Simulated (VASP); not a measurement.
## Mo3W: relaxation of cell and atoms with PBE

Mo3W:

```
Mo W
1.0
     4.47557    0.00000    0.00000
     0.00000    4.47557    0.00000
     0.00000    0.00000    3.17545
Mo W
3 1
Direct
  0.00000 0.50000 0.50000
  0.50000 0.00000 0.50000
  0.50000 0.50000 0.00000
  0.00000 0.00000 0.00000
```

```yaml
Program: VASP 6.6.1
Task: relaxation of cell and atoms
Functional: PBE
Potentials_or_basis: VASP PAW PBE potentials, release 64 (Mo_sv, W_sv)
Cutoff: 500 eV
k_mesh: 10 × 10 × 14
Occupations: gaussian, width 0.1 eV
Spin: no spin polarisation
Dipole_correction: no
Further_INCAR_settings: ALGO = Normal; EDIFF = 1e-07; IBRION = 2; EDIFFG = -0.01; NSW = 100; ISIF = 3
```

```yaml
Relaxed_volume: 15.91 Å³/atom
Relaxed_cell: a = 4.481 Å, b = 4.481 Å, c = 3.169 Å, α = 90.00°, β = 90.00°, γ = 90.00°
Space_group_after_relaxing_to_0.1_Å: P4/mmm (No. 123)
Energy_gained_by_relaxing: 0.1 meV/atom
Ionic_steps: 5
Pressure_after_relaxing: 0.0 GPa
Band_gap_on_the_k_mesh: zero (bands 28 and 29 overlap by 2.14 eV)
```

Step by step:
```tsv
step	energy change (eV)	largest force (eV/Å)	pressure (GPa)	volume (Å³)
1	0.0000	0.0000	0.10	63.61
2	-0.0003	0.0000	-0.26	63.69
3	-0.0004	0.0000	-0.14	63.66
4	-0.0004	0.0000	0.34	63.55
5	-0.0005	0.0000	0.00	63.63
```

Final structure:
```
Mo W
1.0
     4.48115    0.00000    0.00000
     0.00000    4.48115    0.00000
     0.00000    0.00000    3.16869
Mo W
3 1
Direct
  0.00000 0.50000 0.50000
  0.50000 0.00000 0.50000
  0.50000 0.50000 0.00000
  0.00000 0.00000 0.00000
```

Levels at points of the mesh, in eV from the Fermi level:
| k point | band 26 | band 27 | band 28 | band 29 | band 30 | band 31 |
| --- | --- | --- | --- | --- | --- | --- |
| (0.00, 0.00, 0.00) | -1.33 | 1.31 | 1.31 | 1.57 | 1.68 | 1.72 |
| (0.50, 0.00, 0.00) | -1.62 | -0.84 | -0.68 | 0.21 | 0.32 | 0.97 |
| (0.50, 0.50, 0.00) | -0.68 | -0.67 | -0.67 | -0.63 | -0.55 | -0.55 |
| (0.00, 0.00, 0.50) | -2.64 | -0.67 | -0.67 | -0.53 | -0.53 | 0.83 |
| (0.50, 0.00, 0.50) | -1.88 | -1.83 | -1.73 | 1.20 | 1.24 | 1.51 |
| (0.50, 0.50, 0.50) | 1.32 | 1.32 | 1.51 | 1.52 | 1.72 | 1.72 |

It took 16 min on 1 thread of Intel(R) Xeon(R) Platinum 8259CL CPU @ 2.50GHz (Skylake/Cascade Lake) (shared host), peak memory 0.4 GiB.

Caveat: spin-orbit coupling is left out, which moves the levels of the heavy elements.
